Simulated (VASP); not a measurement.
Input of a VASP 6.6.1 run:

INCAR

```
  ALGO = Normal
  EDIFF = 1E-6
  ENCUT = 520
  GGA = PE
  ISIF = 2
  ISMEAR = -1
  IVDW = 12
  LASPH = T
  LCHARG = F
  LREAL = Auto
  LWAVE = F
  NBANDS = 74
  NELM = 80
  PREC = Accurate
  SIGMA = 0.3
```

KPOINTS

```
k-points
0
Gamma
  3 3 3
```

File POSCAR:

```
CoO
1.0
   -3.2569810000     -1.8804190000      5.2171030000
    3.2569810000     -1.8804190000      5.2171030000
    0.0000000000      3.7608380000      5.2171030000
Co O
8 8
Direct
    1.0715028932      1.0750030672      0.8942237319
    0.5975554174      0.3809744794      0.4155579714
    0.5033668135      0.4465350420      1.0882982721
    0.9758100888      0.8334082756      0.6536810646
    0.4509212833      0.9516303755      0.5299576285
    0.9752788450      0.3866048552      1.0926586004
    0.9497910164      0.5011853905      0.4259273077
    0.3915454929      1.0027556903      1.0291510660
    0.3617057449      0.3442662818      0.4526978329
    0.8226807763      0.8442651822      0.9720857033
    0.9786921974      0.7549880985      0.4096548079
    0.2975211004      0.3337816742      1.0657501684
    0.8504988083      0.3486843980      0.8328640813
    0.2658680968      0.8622179066      0.5180957952
    0.3593296306      0.7934433082      0.9870928066
    0.9446939011      0.1820551261      0.4146044788
```

Potentials or basis: VASP PAW PBE potentials, release 64 (Co, O).

Launch:

```sh
$ cat potpaw_PBE.64/Co/POTCAR potpaw_PBE.64/O/POTCAR > POTCAR
$ mpirun -np 1 vasp_std > vasp.out
```

Question: Predict the dispersion energy per atom.

Answer: -0.206 eV.

Question: Predict the largest force.

Answer: 9.023 eV/Å.

Forces in eV/Å, atoms in the order of the input:
```
Co  -3.214  1.634 -0.400
Co  -4.801 -1.933  7.391
Co  -0.334 -0.698 -1.112
Co   1.057  0.583 -1.115
Co  -0.076 -1.077  3.848
Co   0.219 -1.640  0.000
Co  -0.965  1.890 -1.162
Co   1.521 -1.461  5.355
O    2.503  3.089 -6.631
O   -0.202 -0.040 -0.546
O    1.536  0.426  0.780
O   -1.010 -0.775 -0.896
O    3.415 -0.704 -0.009
O   -2.184  0.178 -2.015
O   -1.140 -0.093 -3.939
O    3.676  0.620  0.450
```

Caveat: the k points lie up to 0.39 Å⁻¹ apart; so wide a smearing shifts energies and pressures; the run has no spin polarisation, though such a crystal can be magnetic; semilocal functionals often make such compounds metallic where correlation or magnetic order opens a gap, which also shifts bond lengths; forces of over 1 eV/Å act on the atoms, so gaps and moduli don't describe the material at rest. Spin polarisation is off, so any magnetic state and its effect on volume and gap are missing.
